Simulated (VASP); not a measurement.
# Tl: relaxation of cell and atoms with PBE

The system is Tl.

```
Tl
1.0
     3.40309    0.00000    0.00000
    -1.70155    2.94716    0.00000
     0.00000    0.00000    3.28672
Tl
1
Direct
  0.00000 0.00000 0.50000
```

```
Program                : VASP 6.6.1
Task                   : relaxation of cell and atoms
Functional             : PBE
Potentials or basis    : VASP PAW PBE potentials, release 64 (Tl_d)
Cutoff                 : 600 eV
k mesh                 : 18 × 18 × 16
Occupations            : gaussian, width 0.1 eV
Spin                   : no spin polarisation
Dipole correction      : no
Further INCAR settings : ALGO = Normal; EDIFF = 1e-07; IBRION = 2; EDIFFG = -0.01; NSW = 100; ISIF = 3
```

```yaml
Relaxed_volume: 32.98 Å³/atom
Relaxed_cell: a = 3.406 Å, b = 3.406 Å, c = 3.284 Å, α = 90.00°, β = 90.00°, γ = 120.00°
Space_group_after_relaxing_to_0.05_Å: P6/mmm (No. 191)
Energy_gained_by_relaxing: 0.0 meV/atom
Ionic_steps: 2
Pressure_after_relaxing: 0.0 GPa
```

Final structure:
```cif
data_structure
_symmetry_space_group_name_H-M 'P 1'
_symmetry_Int_Tables_number 1
_cell_length_a 3.4056
_cell_length_b 3.4056
_cell_length_c 3.2839
_cell_angle_alpha 90.000
_cell_angle_beta 90.000
_cell_angle_gamma 120.000
_cell_volume 32.98
loop_
_atom_site_label
_atom_site_type_symbol
_atom_site_fract_x
_atom_site_fract_y
_atom_site_fract_z
_atom_site_occupancy
Tl1 Tl 0.00000 0.00000 0.50000 1
```

Levels at points of the mesh, in eV from the Fermi level:
```csv
k point,band 3,band 4,band 5,band 6,band 7,band 8,band 9,band 10
"(0.00, 0.00, 0.00)",-11.70,-11.29,-11.29,-9.46,5.96,8.53,8.53,9.49
"(0.50, 0.00, 0.00)",-11.52,-11.34,-11.20,-5.63,-2.62,4.89,8.68,9.51
"(0.00, 0.00, 0.50)",-11.66,-11.51,-11.51,-6.68,-2.94,11.31,11.31,12.76
"(0.50, 0.00, 0.50)",-11.58,-11.18,-11.08,-3.15,-0.41,0.25,4.86,7.24
```

Wall time 98 s on 1 thread of Intel(R) Xeon(R) Platinum 8259CL CPU @ 2.50GHz (Skylake/Cascade Lake), with other jobs on the host, peak memory 0.28 GiB.

Caveat: spin-orbit coupling is left out, which moves the levels of the heavy elements.
